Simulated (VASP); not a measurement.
# SnTe (Pmmm) in VASP: relaxation of cell and atoms with PBE

Aim: the relaxation of cell and atoms of SnTe with PBE.

All numbers are computed with VASP 6.6.1; they aren't measurements. Logs are shortened: lines on timing, memory, paths and dates and some standing lists are left out, and cuts for length are marked.

## Step 1: The cell of the first run

Symmetry: Pmmm, No. 47, orthorhombic system. The conventional cell has a = 3.192 Å, b = 4.478 Å, c = 4.493 Å, α = 90.00°, β = 90.00°, γ = 90.00°. Within 4.2 Å of Sn (site symmetry mmm) lie 4 Te at 3.17 Å and 2 Sn at 3.19 Å. Within 4.2 Å of Te (site symmetry mmm) lie 4 Sn at 3.17 Å and 2 Te at 3.19 Å.

## Step 2: Relaxation of cell and atoms, PBE (atoms taken out)

INCAR reads:

```
SYSTEM = SnTe
PREC = Accurate
ENCUT = 600
EDIFF = 1E-6
ISMEAR = 0
SIGMA = 0.1
LREAL = .FALSE.
LASPH = .TRUE.
NELM = 60
ALGO = Fast
ISIF = 3
LWAVE = .FALSE.
LCHARG = .FALSE.
GGA = PE
IBRION = 2
NSW = 100
EDIFFG = -0.01
```

KPOINTS reads:

```
regular mesh
0
G
  10 10 10
  0 0 0
```

POSCAR reads:

```
SnTe
1.0
    3.1920416497     -4.4781193689      0.0000000000
    3.1920416497      4.4781193689      0.0000000000
    0.0000000000      0.0000000000      4.4928896893
Sn Te
2 2
Direct
    0.5000000000      0.5000000000      0.0000000000
    0.0000000000      0.0000000000      0.0000000000
    0.7500000000      0.2500000000      0.4999983609
    0.2500000000      0.7500000000      0.5000016391
```

Potentials or basis: VASP PAW PBE potentials, release 64 (Sn_d, Te).

Started as:

```bash
> cat potpaw_PBE.64/Sn_d/POTCAR potpaw_PBE.64/Te/POTCAR > POTCAR
> mpirun -np 1 vasp_std > vasp.out
```

OUTCAR:

```text
SYSTEM = SnTe
   PREC = Accurate
   ENCUT = 600
   EDIFF = 1E-6
   ISMEAR = 0
   LREAL = .FALSE.
   LASPH = .TRUE.
   NELM = 60
   ISIF = 3
   GGA = PE
   IBRION = 2
   NSW = 100
   EDIFFG = -0.01

 ion  position               nearest neighbor table
   1  0.500  0.500  0.000-   3 3.17   4 3.17   4 3.17   3 3.17   2 3.19   2 3.19
   2  0.000  0.000  0.000-   3 3.17   4 3.17   4 3.17   3 3.17   1 3.19   1 3.19
   3  0.750  0.250  0.500-   1 3.17   2 3.17   1 3.17   2 3.17   4 3.19   4 3.19
   4  0.250  0.750  0.500-   1 3.17   2 3.17   1 3.17   2 3.17   3 3.19   3 3.19

  LATTYP: Found a base centered orthorhombic cell.
 ALAT       =     6.3840832994
 B/A-ratio  =     1.4029012965
 C/A-ratio  =     0.7037642647

  Lattice vectors:

 A1 = (   3.1920416497,  -4.4781193689,   0.0000000000)
 A2 = (   3.1920416497,   4.4781193689,   0.0000000000)
 A3 = (   0.0000000000,   0.0000000000,   4.4928896893)

Analysis of symmetry for initial positions (statically):
=====================================================================
 Subroutine PRICEL returns following result:

  LATTYP: Found a simple orthorhombic cell.
 ALAT       =     3.1920416497
 B/A-ratio  =     1.4029012965
 C/A-ratio  =     1.4075285295

  Lattice vectors:

 A1 = (   3.1920416497,   0.0000000000,   0.0000000000)
 A2 = (   0.0000000000,   4.4781193689,   0.0000000000)
 A3 = (   0.0000000000,   0.0000000000,   4.4928896893)

   2 primitive cells build up your supercell.

 Routine SETGRP: Setting up the symmetry group for a
 base centered orthorhombic supercell.

 Subroutine GETGRP returns: Found  8 space group operations
 (whereof  8 operations were pure point group operations)
 out of a pool of  8 trial point group operations.

The static configuration has the point symmetry D_2h.

Analysis of symmetry for dynamics (positions and initial velocities):
=====================================================================
 Subroutine PRICEL returns following result:

  LATTYP: Found a simple orthorhombic cell.
 ALAT       =     3.1920416497
 B/A-ratio  =     1.4029012965
 C/A-ratio  =     1.4075285295

  Lattice vectors:

 A1 = (   3.1920416497,   0.0000000000,   0.0000000000)
 A2 = (   0.0000000000,   4.4781193689,   0.0000000000)
 A3 = (   0.0000000000,   0.0000000000,   4.4928896893)

   2 primitive cells build up your supercell.

 Routine SETGRP: Setting up the symmetry group for a
 base centered orthorhombic supercell.

 Subroutine GETGRP returns: Found  8 space group operations
 (whereof  8 operations were pure point group operations)
 out of a pool of  8 trial point group operations.

The dynamic configuration has the point symmetry D_2h.

 Subroutine INISYM returns: Found  8 space group operations
 (whereof  8 operations are pure point group operations),
 and found     2 'primitive' translations

----------------------------------------------------------------------------------------

                                     Primitive cell

  volume of cell :      64.2229

  direct lattice vectors                    reciprocal lattice vectors
     3.192041650  0.000000000  0.000000000     0.313279120  0.000000000  0.000000000
     0.000000000  4.478119369  0.000000000     0.000000000  0.223308027  0.000000000
     0.000000000  0.000000000  4.492889689     0.000000000  0.000000000  0.222573904

  length of vectors
     3.192041650  4.478119369  4.492889689     0.313279120  0.223308027  0.222573904

  position of ions in fractional coordinates (direct lattice)
     0.000000000  0.000000000  0.000000000
     0.000000000  0.500000000  0.499998361

  ion indices of the primitive-cell ions
   primitive index   ion index
                 1           1
                 2           3

----------------------------------------------------------------------------------------

 KPOINTS: regular mesh

Automatic generation of k-mesh.
 Grid dimensions read from file:
 generate k-points for:   10   10   10

 Generating k-lattice:

  Cartesian coordinates                     Fractional coordinates (reciprocal lattice)
     0.015663956 -0.011165401  0.000000000     0.100000000 -0.000000000  0.000000000
     0.015663956  0.011165401  0.000000000    -0.000000000  0.100000000  0.000000000
     0.000000000  0.000000000  0.022257390     0.000000000  0.000000000  0.100000000

  Length of vectors
     0.019236052  0.019236052  0.022257390

  Shift w.r.t. Gamma in fractional coordinates (k-lattice)
     0.000000000  0.000000000  0.000000000

 Subroutine IBZKPT returns following result:
 ===========================================

 Found    186 irreducible k-points:

 Following reciprocal coordinates:
            Coordinates               Weight
  0.000000  0.000000  0.000000      1.000000
  0.100000  0.000000  0.000000      4.000000
  0.200000  0.000000  0.000000      4.000000
  0.300000  0.000000  0.000000      4.000000
  0.400000  0.000000  0.000000      4.000000
  0.500000  0.000000  0.000000      2.000000
[... 16 lines left out ...]
  0.300000  0.300000  0.000000      2.000000
  0.400000  0.300000  0.000000      4.000000
 [... further k-points ...]
   k-points           NKPTS =    186   k-points in BZ     NKDIM =    186   number of bands    NBANDS=     24
   number of dos      NEDOS =    301   number of ions     NIONS =      4
   total plane-waves  NPLWV =  82944
   dimension x,y,z NGX =    48 NGY =   48 NGZ =   36
   dimension x,y,z NGXF=    96 NGYF=   96 NGZF=   72
   ions per type =               2   2
   NGX,Y,Z   is equivalent  to a cutoff of  14.51, 14.51, 13.32 a.u.
   NGXF,Y,Z  is equivalent  to a cutoff of  29.02, 29.02, 26.64 a.u.
 SYSTEM =  SnTe
   PREC   = accura    normal or accurate (medium, high low for compatibility)
   ISTART =      0    job   : 0-new  1-cont  2-samecut
   ICHARG =      2    charge: 1-file 2-atom 10-const
   ISPIN  =      1    spin polarized calculation?
   LNONCOLLINEAR =      F non collinear calculations
   LSORBIT =      F    spin-orbit coupling
   LASPH  =      T    aspherical Exc in radial PAW
   ENCUT  =  600.0 eV  44.10 Ry    6.64 a.u.  10.98 10.98  8.97*2*pi/ulx,y,z
   NELM   =     60;   NELMIN=  2; NELMDL= -5     # of ELM steps
   EDIFF  = 0.1E-05   stopping-criterion for ELM
   LREAL  =      F    real-space projection
   EDIFFG = -.1E-01   stopping-criterion for IOM
   NSW    =    100    number of steps for IOM
   IBRION =      2    ionic relax: 0-MD 1-quasi-New 2-CG
   NFREE  =      1    steps in history (QN), initial steepest desc. (CG)
   ISIF   =      3    stress and relaxation
   ISYM   =      2    0-nonsym 1-usesym 2-fastsym
   POTIM  = 0.5000    time-step for ionic-motion
   TEBEG  =    0.0;   TEEND  =   0.0 temperature during run
   PSTRESS=    0.0 pullay stress
   NELECT =      40.0000    total number of electrons
   NUPDOWN=      -1.0000    fix difference up-down
   EMIN   =  10.00;   EMAX   =-10.00  energy-range for DOS
   EFERMI =   0.00;   METHOD = LEGACY
   ISMEAR =     0;   SIGMA  =   0.10  broadening in eV -4-tet -1-fermi 0-gaus
   EFERMI_NEDOS =   21; number of points for ismear=-14 and -15
   IALGO  =     68    algorithm
   IMIX   =      4    mixing-type and parameters
     AMIX     =   0.40;   BMIX     =  1.00
     AMIX_MAG =   1.60;   BMIX_MAG =  1.00
  volume/ion in A,a.u.               =      32.11       216.70
  Fermi-wavevector in a.u.,A,eV,Ry     =   1.109656  2.096945 16.753334  1.231335
  Thomas-Fermi vector in A             =   2.246198
   LORBIT       =      0    0 simple, 1 ext, 2 COOP (PROOUT), +10 PAW based schemes
   GGA     = PE    functional components
   LHFCALC =     F    Hartree Fock is set to
   AEXX    =    0.0000 exact exchange contribution
   IVDW    =     0    specifies the selected vdW correction
   LEPSILON=     F    determine dielectric tensor
   LRPA    =     F    only Hartree local field effects (RPA)
 conjugate gradient relaxation of ions
 non-spin polarized calculation
 RMM-DIIS sequential band-by-band and
 Gauss-broadening in eV      SIGMA  =   0.10
  energy-cutoff  :      600.00
  volume of cell :      128.45
 maximum number of plane-waves:      4312
 NGX is ok and might be reduce to    48
   NGX = 21   NGY = 21   NGZ = 17

--------------------------------------- Ionic step        1  -------------------------------------------

 number of electron      40.0000007 magnetization

 Free energy of the ion-electron system (eV)
  ---------------------------------------------------
  ext. energy  EPLUGINS =         0.00000000
  ---------------------------------------------------
  free energy    TOTEN  =       -14.44981091 eV

  energy without entropy =      -14.43645437  energy(sigma->0) =      -14.44313264

------------------------ aborting loop because EDIFF is reached ----------------------------------------

  FORCE on cell =-STRESS in cart. coord.  units (eV):
  Direction    XX          YY          ZZ          XY          YZ          ZX
  --------------------------------------------------------------------------------------
  -------------------------------------------------------------------------------------
  Total       -0.2551927      0.0697977      0.0909164      0.0000000      0.0000000      0.0000000
  in kB       -3.1831625      0.8706261      1.1340513      0.0000000      0.0000000      0.0000000
  external PRESSURE =      -0.3928284 kB  Pullay stress =       0.0000000 kB
[... 61 lines left out ...]
  energy  without entropy=      -14.4372630548  energy(sigma->0) =      -14.44386392

--------------------------------------- Ionic step        3  -------------------------------------------

 number of electron      40.0000009 magnetization

 Free energy of the ion-electron system (eV)
  ---------------------------------------------------
  ext. energy  EPLUGINS =         0.00000000
  ---------------------------------------------------
  free energy    TOTEN  =       -14.45056701 eV

  energy without entropy =      -14.43746824  energy(sigma->0) =      -14.44401762

 E-fermi :   6.5399     XC(G=0):  -9.4023

 val. band max:        6.5354224339   @ k =   0.2000   0.2000   0.5000
 cond. band min:       6.5439454642   @ k =   0.5000   0.2000   0.3000
 fundamental gap:      0.0085230303
 Fermi energy:         6.5399121741

 k-point     1 :       0.0000    0.0000    0.0000
  band No.  band energies     occupation
      1     -15.2120      2.00000
      2     -15.1665      2.00000
      3     -15.1653      2.00000
      4     -15.1630      2.00000
      5     -15.1510      2.00000
      6     -15.1383      2.00000
[... 637 lines left out ...]
     23       6.9684      0.00000
     24      10.0218      0.00000

 [... further k-points ...]

------------------------ aborting loop because EDIFF is reached ----------------------------------------

  FORCE on cell =-STRESS in cart. coord.  units (eV):
  Direction    XX          YY          ZZ          XY          YZ          ZX
  --------------------------------------------------------------------------------------
  -------------------------------------------------------------------------------------
  Total       -0.0224356     -0.0219491      0.0043717      0.0000000      0.0000000      0.0000000
  in kB       -0.2803424     -0.2742634      0.0546263      0.0000000      0.0000000      0.0000000
  external PRESSURE =      -0.1666598 kB  Pullay stress =       0.0000000 kB
[... 19 lines left out ...]
  FREE ENERGIE OF THE ION-ELECTRON SYSTEM (eV)
  ---------------------------------------------------
  free  energy   TOTEN  =       -14.4505670056 eV

  energy  without entropy=      -14.4374682432  energy(sigma->0) =      -14.44401762

 reached required accuracy - stopping structural energy minimisation
```

Run time: 35 min. Hardware: 1 thread of Oxide Virtual Turin-like, shared host; peak memory 0.71 GiB.

Results:

```
Free energy                           : -14.4506 eV
Relaxed volume                        : 32.06 Å³/atom
Relaxed cell                          : a = 5.495 Å, b = 5.495 Å, c = 4.500 Å, α = 90.00°, β = 90.00°, γ = 109.36°
Space group after relaxing (to 0.1 Å) : P4/mmm (No. 123)
Energy gained by relaxing             : 0.2 meV/atom
Ionic steps                           : 3
Pressure after relaxing               : 0.0 GPa
Band gap on the k mesh                : zero (bands 20 and 21 overlap by 1.45 eV)
```

Step by step:
| step | energy change (eV) | largest force (eV/Å) | pressure (GPa) | volume (Å³) |
| --- | --- | --- | --- | --- |
| 1 | 0.0000 | 0.0000 | -0.04 | 128.45 |
| 2 | -0.0007 | 0.0000 | -0.02 | 128.30 |
| 3 | -0.0008 | 0.0000 | -0.02 | 128.22 |

Final structure:
```
Sn Te
1.0
     3.17705   -4.48387    0.00000
     3.17705    4.48387    0.00000
     0.00000    0.00000    4.50040
Sn Te
2 2
Direct
  0.50000 0.50000 0.00000
  0.00000 0.00000 0.00000
  0.75000 0.25000 0.50000
  0.25000 0.75000 0.50000
```

Caveat: the cell differs from its parent crystal (atoms taken out); spin-orbit coupling is left out, which moves the levels of the heavy elements.
